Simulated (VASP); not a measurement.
# MgZn5O6 (an interface model) in VASP: a series of runs

MgZn5O6 (an interface model) is run at these levels: PBEsol; tasks: single point.

Program: VASP 6.6.1. These are calculated values, not measurements. Logs are shortened: lines on timing, memory, paths and dates and some standing lists are left out, and cuts for length are marked.

### 1 The cell of the first run

The cell holds layers of an interface, 24 atoms: a = 2.980 Å, b = 2.980 Å, c = 25.730 Å, α = 90.00°, β = 90.00°, γ = 90.00°.

### 2 Single point, PBEsol

Contents of INCAR:

```
PREC     = Accurate       # precision mode
ENCUT    = 520            # plane-wave cutoff, eV
EDIFF    = 1E-6           # SCF threshold, eV
ISMEAR   = -1             # smearing method
SIGMA    = 0.05           # smearing width, eV
LREAL    = False          # projectors in reciprocal space
LASPH    = True           # aspherical terms in the spheres
NELM     = 120            # most SCF steps
ALGO     = Normal         # electronic algorithm
ISIF     = 2              # what is computed and relaxed
LWAVE    = False          # write WAVECAR
LCHARG   = True           # write CHGCAR
GGA      = PS             # functional
LELF     = True           # ELF
LVHAR    = True         
NBANDS   = 116            # bands
GGA_COMPAT= False
```

Contents of KPOINTS:

```
Automatic mesh
0
Gamma
  6 6 1
```

Contents of POSCAR:

```
MgZn5O6
1.0
    2.1072020000      2.1072020000      0.0000000000
   -2.1072020000      2.1072020000      0.0000000000
    0.0000000000      0.0000000000     25.7301920000
O Mg Zn
12 2 10
Direct
    0.5000000000      0.5000000000      0.0000000000
    0.5000000000      0.5000000000      0.1637920000
    0.5000000000      0.5000000000      0.3310340000
    0.5000000000      0.5000000000      0.4982750000
    0.5000000000      0.5000000000      0.6655170000
    0.5000000000      0.5000000000      0.8327580000
    0.0000000000      0.0000000000      0.0818960000
    0.0000000000      0.0000000000      0.2474130000
    0.0000000000      0.0000000000      0.4146550000
    0.0000000000      0.0000000000      0.5818960000
    0.0000000000      0.0000000000      0.7491380000
    0.0000000000      0.0000000000      0.9163790000
    0.0000000000      0.0000000000      0.0000000000
    0.5000000000      0.5000000000      0.0818960000
    0.0000000000      0.0000000000      0.1637920000
    0.0000000000      0.0000000000      0.3310340000
    0.0000000000      0.0000000000      0.4982750000
    0.0000000000      0.0000000000      0.6655170000
    0.0000000000      0.0000000000      0.8327580000
    0.5000000000      0.5000000000      0.2474130000
    0.5000000000      0.5000000000      0.4146550000
    0.5000000000      0.5000000000      0.5818960000
    0.5000000000      0.5000000000      0.7491380000
    0.5000000000      0.5000000000      0.9163790000
```

Potentials or basis: VASP PAW PBE potentials, release 64 (O, Mg, Zn).

Launch:

```
cat potpaw_PBE.64/O/POTCAR potpaw_PBE.64/Mg/POTCAR potpaw_PBE.64/Zn/POTCAR > POTCAR
mpirun -np 1 vasp_std > vasp.out
```

OUTCAR:

```text
PREC = Accurate
   ENCUT = 520
   EDIFF = 1E-6
   ISMEAR = -1
   LREAL = False
   LASPH = True
   NELM = 120
   ISIF = 2
   GGA = PS

 ion  position               nearest neighbor table
   1  0.500  0.500  0.000-  14 2.11  13 2.11  13 2.11  13 2.11  13 2.11  24 2.15
   2  0.500  0.500  0.164-  14 2.11  15 2.11  15 2.11  15 2.11  15 2.11  20 2.15
   3  0.500  0.500  0.331-  16 2.11  16 2.11  16 2.11  16 2.11  21 2.15  20 2.15
   4  0.500  0.500  0.498-  17 2.11  17 2.11  17 2.11  17 2.11  21 2.15  22 2.15
   5  0.500  0.500  0.666-  18 2.11  18 2.11  18 2.11  18 2.11  23 2.15  22 2.15
   6  0.500  0.500  0.833-  19 2.11  19 2.11  19 2.11  19 2.11  23 2.15  24 2.15
   7  0.000  0.000  0.082-  13 2.11  15 2.11  14 2.11  14 2.11  14 2.11  14 2.11
   8  0.000  0.000  0.247-  20 2.11  20 2.11  20 2.11  20 2.11  15 2.15  16 2.15
   9  0.000  0.000  0.415-  21 2.11  21 2.11  21 2.11  21 2.11  17 2.15  16 2.15
  10  0.000  0.000  0.582-  22 2.11  22 2.11  22 2.11  22 2.11  17 2.15  18 2.15
  11  0.000  0.000  0.749-  23 2.11  23 2.11  23 2.11  23 2.11  19 2.15  18 2.15
  12  0.000  0.000  0.916-  24 2.11  24 2.11  24 2.11  24 2.11  13 2.15  19 2.15
  13  0.000  0.000  0.000-   7 2.11   1 2.11   1 2.11   1 2.11   1 2.11  12 2.15  14 2.98  14 2.98
                            14 2.98  14 2.98  24 3.01  24 3.01  24 3.01  24 3.01
  14  0.500  0.500  0.082-   1 2.11   2 2.11   7 2.11   7 2.11   7 2.11   7 2.11  13 2.98  15 2.98
                            15 2.98  13 2.98  15 2.98  13 2.98  13 2.98  15 2.98
  15  0.000  0.000  0.164-   7 2.11   2 2.11   2 2.11   2 2.11   2 2.11   8 2.15  14 2.98  14 2.98
[... 5 lines left out ...]
  18  0.000  0.000  0.666-   5 2.11   5 2.11   5 2.11   5 2.11  11 2.15  10 2.15  22 3.01  23 3.01
                            23 3.01  22 3.01  23 3.01  22 3.01  22 3.01  23 3.01
  19  0.000  0.000  0.833-   6 2.11   6 2.11   6 2.11   6 2.11  11 2.15  12 2.15  23 3.01  23 3.01
                            23 3.01  23 3.01  24 3.01  24 3.01  24 3.01  24 3.01
  20  0.500  0.500  0.247-   8 2.11   8 2.11   8 2.11   8 2.11   2 2.15   3 2.15  15 3.01  16 3.01
                            16 3.01  15 3.01  16 3.01  15 3.01  15 3.01  16 3.01
  21  0.500  0.500  0.415-   9 2.11   9 2.11   9 2.11   9 2.11   4 2.15   3 2.15  17 3.01  17 3.01
                            17 3.01  17 3.01  16 3.01  16 3.01  16 3.01  16 3.01
  22  0.500  0.500  0.582-  10 2.11  10 2.11  10 2.11  10 2.11   4 2.15   5 2.15  17 3.01  18 3.01
                            18 3.01  17 3.01  18 3.01  17 3.01  17 3.01  18 3.01
  23  0.500  0.500  0.749-  11 2.11  11 2.11  11 2.11  11 2.11   6 2.15   5 2.15  19 3.01  19 3.01
                            19 3.01  19 3.01  18 3.01  18 3.01  18 3.01  18 3.01
  24  0.500  0.500  0.916-  12 2.11  12 2.11  12 2.11  12 2.11   1 2.15   6 2.15  13 3.01  19 3.01
                            19 3.01  13 3.01  19 3.01  13 3.01  13 3.01  19 3.01

  LATTYP: Found a simple tetragonal cell.
 ALAT       =     2.9800336471
 C/A-ratio  =     8.6341951291

  Lattice vectors:

 A1 = (   2.1072020000,   2.1072020000,   0.0000000000)
 A2 = (  -2.1072020000,   2.1072020000,   0.0000000000)
 A3 = (   0.0000000000,   0.0000000000,  25.7301920000)

Analysis of symmetry for initial positions (statically):
=====================================================================
 Subroutine PRICEL returns:
 Original cell was already a primitive cell.

 Routine SETGRP: Setting up the symmetry group for a
 simple tetragonal supercell.

 Subroutine GETGRP returns: Found  8 space group operations
 (whereof  8 operations were pure point group operations)
 out of a pool of 16 trial point group operations.

The static configuration has the point symmetry C_4v.

Analysis of symmetry for dynamics (positions and initial velocities):
=====================================================================
 Subroutine PRICEL returns:
 Original cell was already a primitive cell.

 Routine SETGRP: Setting up the symmetry group for a
 simple tetragonal supercell.

 Subroutine GETGRP returns: Found  8 space group operations
 (whereof  8 operations were pure point group operations)
 out of a pool of 16 trial point group operations.

The dynamic configuration has the point symmetry C_4v.

 Subroutine INISYM returns: Found  8 space group operations
 (whereof  8 operations are pure point group operations),
 and found     1 'primitive' translations

----------------------------------------------------------------------------------------

                                     Primitive cell

  volume of cell :     228.4996

  direct lattice vectors                    reciprocal lattice vectors
[... 70 lines left out ...]
  Cartesian coordinates                     Fractional coordinates (reciprocal lattice)
     0.039546913  0.039546913  0.000000000     0.166666667  0.000000000  0.000000000
    -0.039546913  0.039546913  0.000000000     0.000000000  0.166666667  0.000000000
     0.000000000  0.000000000  0.038864848     0.000000000  0.000000000  1.000000000

  Length of vectors
     0.055927780  0.055927780  0.038864848

  Shift w.r.t. Gamma in fractional coordinates (k-lattice)
     0.000000000  0.000000000  0.000000000

 Subroutine IBZKPT returns following result:
 ===========================================

 Found     10 irreducible k-points:

 Following reciprocal coordinates:
            Coordinates               Weight
  0.000000  0.000000  0.000000      1.000000
  0.166667  0.000000  0.000000      4.000000
  0.333333  0.000000  0.000000      4.000000
  0.500000  0.000000  0.000000      2.000000
  0.166667  0.166667  0.000000      4.000000
  0.333333  0.166667  0.000000      8.000000
  0.500000  0.166667  0.000000      4.000000
  0.333333  0.333333  0.000000      4.000000
  0.500000  0.333333  0.000000      4.000000
  0.500000  0.500000  0.000000      1.000000
   k-points           NKPTS =     10   k-points in BZ     NKDIM =     10   number of bands    NBANDS=    116
   number of dos      NEDOS =    301   number of ions     NIONS =     24
   total plane-waves  NPLWV = 110592
   dimension x,y,z NGX =    24 NGY =   24 NGZ =  192
   dimension x,y,z NGXF=    48 NGYF=   48 NGZF=  384
   ions per type =              12   2  10
   NGX,Y,Z   is equivalent  to a cutoff of  13.39, 13.39, 12.41 a.u.
   NGXF,Y,Z  is equivalent  to a cutoff of  26.78, 26.78, 24.81 a.u.
 SYSTEM =  unknown system
   PREC   = accura    normal or accurate (medium, high low for compatibility)
   ISTART =      0    job   : 0-new  1-cont  2-samecut
   ICHARG =      2    charge: 1-file 2-atom 10-const
   ISPIN  =      1    spin polarized calculation?
   LNONCOLLINEAR =      F non collinear calculations
   LSORBIT =      F    spin-orbit coupling
   LASPH  =      T    aspherical Exc in radial PAW
   ENCUT  =  520.0 eV  38.22 Ry    6.18 a.u.   5.54  5.54 47.84*2*pi/ulx,y,z
   NELM   =    120;   NELMIN=  2; NELMDL= -5     # of ELM steps
   EDIFF  = 0.1E-05   stopping-criterion for ELM
   LREAL  =      F    real-space projection
   EDIFFG = 0.1E-04   stopping-criterion for IOM
   NSW    =      0    number of steps for IOM
   IBRION =     -1    ionic relax: 0-MD 1-quasi-New 2-CG
   NFREE  =      0    steps in history (QN), initial steepest desc. (CG)
   ISIF   =      2    stress and relaxation
   ISYM   =      2    0-nonsym 1-usesym 2-fastsym
   POTIM  = 0.5000    time-step for ionic-motion
   TEBEG  =    0.0;   TEEND  =   0.0 temperature during run
   PSTRESS=    0.0 pullay stress
   NELECT =     196.0000    total number of electrons
   NUPDOWN=      -1.0000    fix difference up-down
   EMIN   =  10.00;   EMAX   =-10.00  energy-range for DOS
   EFERMI =   0.00;   METHOD = LEGACY
   ISMEAR =    -1;   SIGMA  =   0.05  broadening in eV -4-tet -1-fermi 0-gaus
   EFERMI_NEDOS =   21; number of points for ismear=-14 and -15
   IALGO  =     38    algorithm
   IMIX   =      4    mixing-type and parameters
     AMIX     =   0.40;   BMIX     =  1.00
     AMIX_MAG =   1.60;   BMIX_MAG =  1.00
  volume/ion in A,a.u.               =       9.52        64.25
  Fermi-wavevector in a.u.,A,eV,Ry     =   1.555482  2.939435 32.919638  2.419525
  Thomas-Fermi vector in A             =   2.659417
   LORBIT       =      0    0 simple, 1 ext, 2 COOP (PROOUT), +10 PAW based schemes
   GGA     = PS    functional components
   LHFCALC =     F    Hartree Fock is set to
   AEXX    =    0.0000 exact exchange contribution
   IVDW    =     0    specifies the selected vdW correction
   LEPSILON=     F    determine dielectric tensor
   LRPA    =     F    only Hartree local field effects (RPA)
 non-spin polarized calculation
  energy-cutoff  :      520.00
  volume of cell :      228.50
 maximum number of plane-waves:      6215
 NGX is ok and might be reduce to    24
   NGX = 11   NGY = 11   NGZ = 95

 number of electron     196.0000080 magnetization

 Free energy of the ion-electron system (eV)
  ---------------------------------------------------
  ext. energy  EPLUGINS =         0.00000000
  ---------------------------------------------------
  free energy    TOTEN  =      -119.80656278 eV

  energy without entropy =     -119.80655724  energy(sigma->0) =     -119.80656001

 E-fermi :   3.7377     XC(G=0): -12.4604

 val. band max:        3.1621238704   @ k =   0.5000   0.0000   0.0000
 cond. band min:       4.2064917276   @ k =   0.0000   0.0000   0.0000
 fundamental gap:      1.0443678572
 Fermi energy:         3.7376690383

 k-point     1 :       0.0000    0.0000    0.0000
  band No.  band energies     occupation
      1     -15.6865      2.00000
      2     -15.6005      2.00000
      3     -15.5193      2.00000
      4     -15.3013      2.00000
      5     -15.2124      2.00000
      6     -14.8856      2.00000
[... 1119 lines left out ...]
    109      11.9172      0.00000
    110      11.9172      0.00000
 [bands above 110 left out]

------------------------ aborting loop because EDIFF is reached ----------------------------------------

  FORCE on cell =-STRESS in cart. coord.  units (eV):
  Direction    XX          YY          ZZ          XY          YZ          ZX
  --------------------------------------------------------------------------------------
  -------------------------------------------------------------------------------------
  Total        6.2931048      6.2931048      2.8973325      0.0000000      0.0000000      0.0000000
  in kB       44.1255550     44.1255550     20.3153150      0.0000000      0.0000000      0.0000000
  external PRESSURE =      36.1888084 kB  Pullay stress =       0.0000000 kB

 VOLUME and BASIS-vectors are now :
 -----------------------------------------------------------------------------
  energy-cutoff  :      520.00
  volume of cell :      228.50
      direct lattice vectors                 reciprocal lattice vectors
     2.107202000  2.107202000  0.000000000     0.237281476  0.237281476  0.000000000
    -2.107202000  2.107202000  0.000000000    -0.237281476  0.237281476  0.000000000
     0.000000000  0.000000000 25.730192000     0.000000000  0.000000000  0.038864848

 POSITION                                       TOTAL-FORCE (eV/Angst)
 -----------------------------------------------------------------------------------
      0.00000      2.10720      0.00000         0.000000      0.000000      0.238949
      0.00000      2.10720      4.21440        -0.000000     -0.000000     -0.105095
      0.00000      2.10720      8.51757        -0.000000     -0.000000      0.004127
      0.00000      2.10720     12.82071        -0.000000     -0.000000      0.004742
      0.00000      2.10720     17.12388         0.000000      0.000000      0.004553
      0.00000      2.10720     21.42702        -0.000000     -0.000000      0.032960
[... 16 lines left out ...]
      0.00000      2.10720     19.27546        -0.000000     -0.000000     -0.006426
      0.00000      2.10720     23.57861         0.000000      0.000000     -0.065324
 -----------------------------------------------------------------------------------
    total drift:                                0.000000     -0.000000      0.000002

  FREE ENERGIE OF THE ION-ELECTRON SYSTEM (eV)
  ---------------------------------------------------
  free  energy   TOTEN  =      -119.8065627792 eV

  energy  without entropy=     -119.8065572387  energy(sigma->0) =     -119.80656001
```

Run time: 9.7 min. Hardware: 1 thread of Oxide Virtual Turin-like, shared host; peak memory 0.4 GiB.

Results:

```yaml
Free_energy: -119.8066 eV
Pressure: 3.6 GPa
Largest_force: 0.426 eV/Å
Band_gap_on_the_k_mesh: 1.04 eV (least direct gap 2.46 eV)
```

Forces in eV/Å, atoms in the order of the input:
```
O    0.000  0.000  0.239
O    0.000  0.000 -0.105
O    0.000  0.000  0.004
O    0.000  0.000  0.005
O    0.000  0.000  0.005
O    0.000  0.000  0.033
O    0.000  0.000 -0.426
O    0.000  0.000 -0.028
O    0.000  0.000  0.004
O    0.000  0.000  0.004
O    0.000  0.000  0.004
O    0.000  0.000  0.266
Mg   0.000  0.000 -0.392
Mg   0.000  0.000  0.259
Zn   0.000  0.000  0.229
Zn   0.000  0.000 -0.002
Zn   0.000  0.000 -0.004
Zn   0.000  0.000 -0.005
Zn   0.000  0.000  0.017
Zn   0.000  0.000 -0.026
Zn   0.000  0.000 -0.004
Zn   0.000  0.000 -0.005
Zn   0.000  0.000 -0.006
Zn   0.000  0.000 -0.065
```

Caveat: the PAW data sets were made with another functional, which shifts forces and pressure a little.

[end of part 1 of 2]
